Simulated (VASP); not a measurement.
# YbGa2Rh2 (I4/mmm) in VASP: single point with r2SCAN

Aim: the single point of YbGa2Rh2 with r2SCAN.

All numbers are computed with VASP 6.6.1; they aren't measurements. Logs are shortened: lines on timing, memory, paths and dates and some standing lists are left out, and cuts for length are marked.

## Step 1: The cell of the first run

The structure is tetragonal, space group I4/mmm (No. 139). The conventional cell has a = 4.137 Å, b = 4.137 Å, c = 9.720 Å, α = 90.00°, β = 90.00°, γ = 90.00°. Yb (site symmetry 4/mmm) has 10 Ga at 3.17 to 3.65 Å and 8 Rh at 3.19 Å and 4 Yb at 4.14 Å within 4.2 Å. Within 3.2 Å of Ga (site symmetry 4mm) lie 4 Rh at 2.40 Å and 1 Ga at 2.43 Å and 4 Yb at 3.17 Å. Within 3.2 Å of Rh (site symmetry -4m2) lie 4 Ga at 2.40 Å and 4 Rh at 2.93 Å and 4 Yb at 3.19 Å.

## Step 2: Single point, r2SCAN

Contents of POSCAR:

```
YbGa2Rh2
1.0
    0.0000000000      4.1367330000      0.0000000000
    4.1367330000      0.0000000000      0.0000000000
    2.0683670000      2.0683670000     -4.8601440000
Yb Ga Rh
1 2 2
Direct
    0.0000000000      0.0000000000      0.0000000000
    0.3750000000      0.3750000000      0.2500000000
    0.6250000000      0.6250000000      0.7500000000
    0.7500000000      0.2500000000      0.5000000000
    0.2500000000      0.7500000000      0.5000000000
```

Contents of INCAR.step1:

```
  PREC = Accurate
  ENCUT = 520
  ISMEAR = -1
  SIGMA = 0.1
  LREAL = False
  LASPH = True
  NELM = 80
  NBANDS = 48
  GGA = PE
  ALGO = Normal
  EDIFF = 1E-4
  LWAVE = True
  LCHARG = False
```

Contents of INCAR.step2:

```
  PREC = Accurate
  ENCUT = 520
  EDIFF = 1E-7
  ISMEAR = -1
  SIGMA = 0.1
  LREAL = False
  LASPH = True
  NELM = 80
  ALGO = Normal
  ISIF = 2
  LWAVE = False
  LCHARG = True
  METAGGA = R2SCAN
  LMIXTAU = True
  LELF = True
  LVHAR = True
  NBANDS = 48
  ISTART = 1
```

Contents of KPOINTS:

```
Automatic mesh
0
Gamma
  6 6 6
```

Potentials or basis: VASP PAW PBE potentials, release 64 (Yb, Ga_d, Rh_pv).

Started as:

```
> cat potpaw_PBE.64/Yb/POTCAR potpaw_PBE.64/Ga_d/POTCAR potpaw_PBE.64/Rh_pv/POTCAR > POTCAR
> cp INCAR.step1 INCAR
> mpirun -np 1 vasp_std > vasp.out
> cp INCAR.step2 INCAR
> mpirun -np 1 vasp_std > vasp.out
```

OUTCAR:

```text
PREC = Accurate
   ENCUT = 520
   EDIFF = 1E-7
   ISMEAR = -1
   LREAL = False
   LASPH = True
   NELM = 80
   ISIF = 2
   METAGGA = R2SCAN
   ISTART = 1

 ion  position               nearest neighbor table
   1  0.000  0.000  0.000-   3 3.17   2 3.17   3 3.17   2 3.17   2 3.17   3 3.17   3 3.17   2 3.17
                             4 3.19   5 3.19   5 3.19   4 3.19   5 3.19   4 3.19   5 3.19   4 3.19
   2  0.375  0.375  0.250-   5 2.40   4 2.40   4 2.40   5 2.40   3 2.43   1 3.17   1 3.17   1 3.17
                             1 3.17
   3  0.625  0.625  0.750-   5 2.40   4 2.40   4 2.40   5 2.40   2 2.43   1 3.17   1 3.17   1 3.17
                             1 3.17
   4  0.750  0.250  0.500-   2 2.40   3 2.40   3 2.40   2 2.40   5 2.93   5 2.93   5 2.93   5 2.93
                             1 3.19   1 3.19   1 3.19   1 3.19
   5  0.250  0.750  0.500-   2 2.40   3 2.40   3 2.40   2 2.40   4 2.93   4 2.93   4 2.93   4 2.93
                             1 3.19   1 3.19   1 3.19   1 3.19

  LATTYP: Found a body centered tetragonal cell.
 ALAT       =     4.1367330000
 C/A-ratio  =     2.3497499113

  Lattice vectors:

 A1 = (  -2.0683670000,   2.0683660000,   4.8601440000)
 A2 = (   2.0683660000,  -2.0683670000,   4.8601440000)
 A3 = (   2.0683670000,   2.0683670000,  -4.8601440000)

Analysis of symmetry for initial positions (statically):
=====================================================================
 Subroutine PRICEL returns:
 Original cell was already a primitive cell.

 Routine SETGRP: Setting up the symmetry group for a
 body centered tetragonal supercell.

 Subroutine GETGRP returns: Found 16 space group operations
 (whereof 16 operations were pure point group operations)
 out of a pool of 16 trial point group operations.

The static configuration has the point symmetry D_4h.

Analysis of symmetry for dynamics (positions and initial velocities):
=====================================================================
 Subroutine PRICEL returns:
 Original cell was already a primitive cell.

 Routine SETGRP: Setting up the symmetry group for a
 body centered tetragonal supercell.

 Subroutine GETGRP returns: Found 16 space group operations
 (whereof 16 operations were pure point group operations)
 out of a pool of 16 trial point group operations.

The dynamic configuration has the point symmetry D_4h.

 Subroutine INISYM returns: Found 16 space group operations
 (whereof 16 operations are pure point group operations),
 and found     1 'primitive' translations

----------------------------------------------------------------------------------------

                                     Primitive cell

  volume of cell :      83.1695

  direct lattice vectors                    reciprocal lattice vectors
     0.000000000  4.136733000  0.000000000     0.000000000  0.241736655  0.102877635
     4.136733000  0.000000000  0.000000000     0.241736655  0.000000000  0.102877635
     2.068367000  2.068367000 -4.860144000     0.000000000  0.000000000 -0.205755220

  length of vectors
     4.136733000  4.136733000  5.672502428     0.262717374  0.262717374  0.205755220

  position of ions in fractional coordinates (direct lattice)
     0.000000000  0.000000000  0.000000000
     0.375000000  0.375000000  0.250000000
     0.625000000  0.625000000  0.750000000
     0.750000000  0.250000000  0.500000000
     0.250000000  0.750000000  0.500000000

  ion indices of the primitive-cell ions
   primitive index   ion index
                 1           1
                 2           2
                 3           3
                 4           4
                 5           5

----------------------------------------------------------------------------------------

 KPOINTS: Automatic mesh

Automatic generation of k-mesh.
 Grid dimensions read from file:
 generate k-points for:    6    6    6

 Generating k-lattice:

  Cartesian coordinates                     Fractional coordinates (reciprocal lattice)
     0.000000000  0.040289443  0.017146273     0.166666667  0.000000000  0.000000000
     0.040289443  0.000000000  0.017146273     0.000000000  0.166666667  0.000000000
     0.000000000  0.000000000 -0.034292537     0.000000000  0.000000000  0.166666667

  Length of vectors
     0.043786229  0.043786229  0.034292537

  Shift w.r.t. Gamma in fractional coordinates (k-lattice)
     0.000000000  0.000000000  0.000000000

 Subroutine IBZKPT returns following result:
 ===========================================

 Found     30 irreducible k-points:

 Following reciprocal coordinates:
            Coordinates               Weight
  0.000000  0.000000  0.000000      1.000000
  0.166667  0.000000 -0.000000      8.000000
  0.333333  0.000000  0.000000      8.000000
  0.500000  0.000000  0.000000      4.000000
  0.166667  0.166667 -0.000000      8.000000
  0.333333  0.166667  0.000000     16.000000
[... 16 lines left out ...]
 -0.333333 -0.333333  0.166667      4.000000
 -0.166667 -0.333333  0.166667     16.000000
 [... further k-points ...]
   k-points           NKPTS =     30   k-points in BZ     NKDIM =     30   number of bands    NBANDS=     48
   number of dos      NEDOS =    301   number of ions     NIONS =      5
   total plane-waves  NPLWV =  43008
   dimension x,y,z NGX =    32 NGY =   32 NGZ =   42
   dimension x,y,z NGXF=    64 NGYF=   64 NGZF=   84
   ions per type =               1   2   2
   NGX,Y,Z   is equivalent  to a cutoff of  12.86, 12.86, 12.31 a.u.
   NGXF,Y,Z  is equivalent  to a cutoff of  25.72, 25.72, 24.62 a.u.
 SYSTEM =  unknown system
   PREC   = accura    normal or accurate (medium, high low for compatibility)
   ISTART =      1    job   : 0-new  1-cont  2-samecut
   ICHARG =      0    charge: 1-file 2-atom 10-const
   ISPIN  =      1    spin polarized calculation?
   LNONCOLLINEAR =      F non collinear calculations
   LSORBIT =      F    spin-orbit coupling
   LASPH  =      T    aspherical Exc in radial PAW
   ENCUT  =  520.0 eV  38.22 Ry    6.18 a.u.   7.69  7.69 10.55*2*pi/ulx,y,z
   NELM   =     80;   NELMIN=  2; NELMDL=  0     # of ELM steps
   EDIFF  = 0.1E-06   stopping-criterion for ELM
   LREAL  =      F    real-space projection
   EDIFFG = 0.1E-05   stopping-criterion for IOM
   NSW    =      0    number of steps for IOM
   IBRION =     -1    ionic relax: 0-MD 1-quasi-New 2-CG
   NFREE  =      0    steps in history (QN), initial steepest desc. (CG)
   ISIF   =      2    stress and relaxation
   ISYM   =      2    0-nonsym 1-usesym 2-fastsym
   POTIM  = 0.5000    time-step for ionic-motion
   TEBEG  =    0.0;   TEEND  =   0.0 temperature during run
   PSTRESS=    0.0 pullay stress
   NELECT =      80.0000    total number of electrons
   NUPDOWN=      -1.0000    fix difference up-down
   EMIN   =  10.00;   EMAX   =-10.00  energy-range for DOS
   EFERMI =   0.00;   METHOD = LEGACY
   ISMEAR =    -1;   SIGMA  =   0.10  broadening in eV -4-tet -1-fermi 0-gaus
   EFERMI_NEDOS =   21; number of points for ismear=-14 and -15
   IALGO  =     38    algorithm
   IMIX   =      4    mixing-type and parameters
     AMIX     =   0.40;   BMIX     =  1.00
     AMIX_MAG =   1.60;   BMIX_MAG =  1.00
  volume/ion in A,a.u.               =      16.63       112.25
  Fermi-wavevector in a.u.,A,eV,Ry     =   1.616033  3.053859 35.532450  2.611561
  Thomas-Fermi vector in A             =   2.710684
   LORBIT       =      0    0 simple, 1 ext, 2 COOP (PROOUT), +10 PAW based schemes
   METAGGA = R2SCAN    functional components
   LHFCALC =     F    Hartree Fock is set to
   AEXX    =    0.0000 exact exchange contribution
   IVDW    =     0    specifies the selected vdW correction
   LEPSILON=     F    determine dielectric tensor
   LRPA    =     F    only Hartree local field effects (RPA)
 non-spin polarized calculation
  energy-cutoff  :      520.00
  volume of cell :       83.17
 maximum number of plane-waves:      2262
   NGX = 15   NGY = 15   NGZ = 21

 number of electron      80.0000013 magnetization

 Free energy of the ion-electron system (eV)
  ---------------------------------------------------
  ext. energy  EPLUGINS =         0.00000000
  ---------------------------------------------------
  free energy    TOTEN  =      -110.72774073 eV

  energy without entropy =     -110.56127437  energy(sigma->0) =     -110.64450755

 E-fermi :   7.0360     XC(G=0): -13.4296

 val. band max:        6.9608609442   @ k =   0.5000   0.5000   0.1667
 cond. band min:       7.0484585577   @ k =   0.1667   0.1667  -0.0000
 fundamental gap:      0.0875976134
 Fermi energy:         7.0360483898

 k-point     1 :       0.0000    0.0000    0.0000
  band No.  band energies     occupation
      1     -46.1004      2.00000
      2     -40.5816      2.00000
      3     -40.5816      2.00000
      4     -40.4156      2.00000
      5     -40.4106      2.00000
      6     -40.4106      2.00000
[... 40 lines left out ...]
     47      12.5247      0.00000
     48      13.5164      0.00000

 k-point     2 :       0.1667    0.0000   -0.0000
  band No.  band energies     occupation
      1     -46.1002      2.00000
      2     -40.5711      2.00000
      3     -40.5702      2.00000
      4     -40.4231      2.00000
      5     -40.4222      2.00000
      6     -40.4128      2.00000
[... 40 lines left out ...]
     47      13.4157      0.00000
     48      13.8540      0.00000

 k-point     3 :       0.3333    0.0000    0.0000
  band No.  band energies     occupation
      1     -46.0997      2.00000
      2     -40.5419      2.00000
      3     -40.5391      2.00000
      4     -40.4564      2.00000
      5     -40.4536      2.00000
      6     -40.4052      2.00000
[... 1060 lines left out ...]
     47      13.2026      0.00000
     48      13.3219      0.00000

 k-point    24 :      -0.1667   -0.3333    0.1667
  band No.  band energies     occupation
      1     -46.0995      2.00000
      2     -40.5805      2.00000
      3     -40.5070      2.00000
      4     -40.4897      2.00000
      5     -40.4152      2.00000
      6     -40.4036      2.00000
[... 40 lines left out ...]
     47      12.5320      0.00000
     48      13.3642      0.00000

 [... further k-points ...]

------------------------ aborting loop because EDIFF is reached ----------------------------------------

  FORCE on cell =-STRESS in cart. coord.  units (eV):
  Direction    XX          YY          ZZ          XY          YZ          ZX
  --------------------------------------------------------------------------------------
  -------------------------------------------------------------------------------------
  Total        4.8638250      4.8638250      4.5528397      0.0000000     -0.0000005     -0.0000005
  in kB       93.6967241     93.6967241     87.7059021      0.0000000     -0.0000090     -0.0000090
  external PRESSURE =      91.6997835 kB  Pullay stress =       0.0000000 kB

 VOLUME and BASIS-vectors are now :
 -----------------------------------------------------------------------------
  energy-cutoff  :      520.00
  volume of cell :       83.17
      direct lattice vectors                 reciprocal lattice vectors
     0.000000000  4.136733000  0.000000000     0.000000000  0.241736655  0.102877635
     4.136733000  0.000000000  0.000000000     0.241736655  0.000000000  0.102877635
     2.068367000  2.068367000 -4.860144000     0.000000000  0.000000000 -0.205755220

 POSITION                                       TOTAL-FORCE (eV/Angst)
 -----------------------------------------------------------------------------------
      0.00000      0.00000      0.00000         0.000000     -0.000000     -0.000000
      2.06837      2.06837     -1.21504        -0.000000     -0.000000      0.117463
      4.13673      4.13673     -3.64511         0.000000      0.000000     -0.117463
      2.06837      4.13673     -2.43007        -0.000000      0.000000      0.000000
      4.13673      2.06837     -2.43007         0.000000     -0.000000     -0.000000
 -----------------------------------------------------------------------------------
    total drift:                                0.000000     -0.000000     -0.000000

  FREE ENERGIE OF THE ION-ELECTRON SYSTEM (eV)
  ---------------------------------------------------
  free  energy   TOTEN  =      -110.7277407284 eV

  energy  without entropy=     -110.5612743650  energy(sigma->0) =     -110.64450755
```

It took 11 min on 1 thread of Intel Xeon Platinum 8259CL at 2.50GHz (Skylake/Cascade Lake), shared host; peak memory 0.3 GiB.

Results:

- Free energy: -110.7277 eV
- Pressure: 9.2 GPa
- Largest force: 0.117 eV/Å
- Band gap on the k mesh: zero (band 40 reaches 7.66 eV, above the bottom of band 41 at 6.68 eV)

Forces on the atoms (eV/Å):
```
Yb   0.000  0.000  0.000
Ga   0.000  0.000  0.117
Ga   0.000  0.000 -0.117
Rh   0.000  0.000  0.000
Rh   0.000  0.000  0.000
```

Levels at points of the mesh, in eV from the Fermi level:
```tsv
k point	band 36	band 37	band 38	band 39	band 40	band 41	band 42	band 43	band 44	band 45
(0.00, 0.00, 0.00)	-0.41	-0.40	-0.31	-0.31	0.38	0.38	0.46	1.03	4.37	4.37
(0.50, 0.00, 0.00)	-0.45	-0.45	-0.43	-0.39	-0.19	-0.16	1.64	3.86	4.17	4.86
(0.50, 0.50, 0.00)	-0.47	-0.47	-0.44	-0.43	-0.38	-0.35	0.23	1.21	1.56	5.12
(0.00, 0.00, 0.50)	-0.41	-0.40	-0.40	0.46	0.63	0.63	2.59	2.73	4.48	5.44
```

Caveat: the PAW data sets were made with another functional, which shifts forces and pressure a little; spin-orbit coupling is left out, which moves the levels of the heavy elements; without U or exact exchange the open f shell lies at the Fermi level, which spoils levels, moments and volumes. Spin polarisation is off, so any magnetic state and its effect on volume and gap are missing.
